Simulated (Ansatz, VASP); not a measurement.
# NaH: VASP beside Ansatz

Contents of POSCAR:

```
NaH
1.0
    0.1261702195      2.5963615253      2.5963615253
    2.5963615253      0.1261702195      2.5963615253
    2.5963615253      2.5963615253      0.1261702195
Na H
1 1
Direct
    0.0051649356      0.0051649356      0.0051649356
    0.2448350644      0.2448350644      0.2448350644
```

The input INCAR.step1:

```
SYSTEM = NaH
  PREC = Accurate
  ENCUT = 520
  ISMEAR = 0
  SIGMA = 0.01
  LREAL = .False.
  LASPH = .True.
  NELM = 60
  NBANDS = 11
  GGA = PE
  ALGO = Normal
  EDIFF = 1E-4
  LWAVE = .True.
  LCHARG = .False.
```

File INCAR.step2:

```
SYSTEM = NaH
  PREC = Accurate
  ENCUT = 520
  EDIFF = 1E-6
  ISMEAR = 0
  SIGMA = 0.01
  LREAL = .False.
  LASPH = .True.
  NELM = 60
  ALGO = Normal
  ISIF = 2
  LWAVE = .False.
  LCHARG = .True.
  METAGGA = R2SCAN
  LMIXTAU = .True.
  LELF = .True.
  LVHAR = .True.
  NBANDS = 11
  ISTART = 1
```

The input KPOINTS:

```
Automatic mesh
0
Gamma
  8 8 8
  0 0 0
```

Input for Ansatz:

```yaml
crystal:
  lattice:
    - [0.1261702195, 2.5963615253, 2.5963615253]
    - [2.5963615253, 0.1261702195, 2.5963615253]
    - [2.5963615253, 2.5963615253, 0.1261702195]
  atoms:
    - { symbol: Na, position: [0.0051649356, 0.0051649356, 0.0051649356] }
    - { symbol: H, position: [0.2448350644, 0.2448350644, 0.2448350644] }
kpoints:
  mp_grid: { grid: [8, 8, 8] }
  band_path:
    path:
      - [0.0, 0.0, 0.0]
      - [-0.5, -0.5, 0.0]
      - [-0.375, -0.375, 0.25]
      - [-0.375, 0.0, 0.375]
      - [0.0, 0.0, 0.5]
      - [-0.5, -0.25, 0.25]
      - [0.229167, -0.5, -0.234375]
      - [0.5, 0.5, 0.5]
    npoints: 1
hamiltonian:
  xc: r2scan
scf:
  occupations: { method: fixed }
  n_extra_bands: 4
output:
  forces: true
  stress: true
  eigenvalues: true
  write_density: true
  write_potential: true
  elf: true
  volumetric_format: npy
```

Change from the starting cell: epitaxial_111 strain -4.9%.

Alike in both runs: task single point; functional r2SCAN; k mesh 8 × 8 × 8; no spin polarisation.

```csv
,VASP,Ansatz
version,VASP 6.6.1,Ansatz 0.2.0
potentials or method,"VASP PAW PBE potentials, release 64 (Na_pv, H)","plane waves, PAW"
plane-wave cutoff (eV),520,500
occupations,"gaussian, width 0.01 eV",fixed
valence electrons in the cell,8,10
```

Ansatz gave:

| Property | Result |
| --- | --- |
| gap on the k mesh at the Fermi level (eV) | 3.75 |
| pressure (GPa) | 1.5 |
| traceless stress, the component that is largest in VASP (GPa) | -0.77 |
| rms of the force components (eV/Å) | 0.005 |

Estimate VASP's values.

gap on the k mesh at the Fermi level (eV): 3.76; pressure (GPa): 1.4; traceless stress, the component that is largest in VASP (GPa): -0.76; rms of the force components (eV/Å): 0.009.

VASP's potentials were made for PBE, not for r2SCAN. Atom by atom the forces differ by 0.004 eV/Å (rms over components). VASP's potentials hold 8 valence electrons a cell and Ansatz's 10, so a difference there can come from the potentials and not from the codes.
